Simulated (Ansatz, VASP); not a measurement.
## Au in VASP and in Ansatz

```
Au
1.0
     0.00000    2.02134    2.02134
     2.02134    0.00000    2.02134
     2.02134    2.02134    0.00000
Au
1
Direct
  0.00000 0.00000 0.00000
```

Alike in both runs: task single point; functional HSE06; k mesh 6 × 6 × 6; occupations fermi-dirac, width 0.05 eV; no spin polarisation.

|  | VASP | Ansatz |
| --- | --- | --- |
| version | VASP 6.6.1 | Ansatz 0.2.0 |
| potentials or method | VASP PAW PBE potentials, release 64 (Au) | Ansatz PAW |
| plane-wave cutoff (eV) | 520 | 420 |
| valence electrons in the cell | 11 | 19 |

|  | VASP | Ansatz | Ansatz less VASP |
| --- | --- | --- | --- |
| gap on the k mesh at the Fermi level (eV) | none | none | - |
| pressure (GPa) | 12.5 | 12.5 | +0.03 |

A gap of «none» marks a metal or a gap that the smearing closes. VASP's potentials hold 11 valence electrons a cell and Ansatz's 19, so a difference there can come from the potentials and not from the codes.

The k mesh is coarse, so the values compare programs but aren't converged. Neither program's run includes spin-orbit coupling.
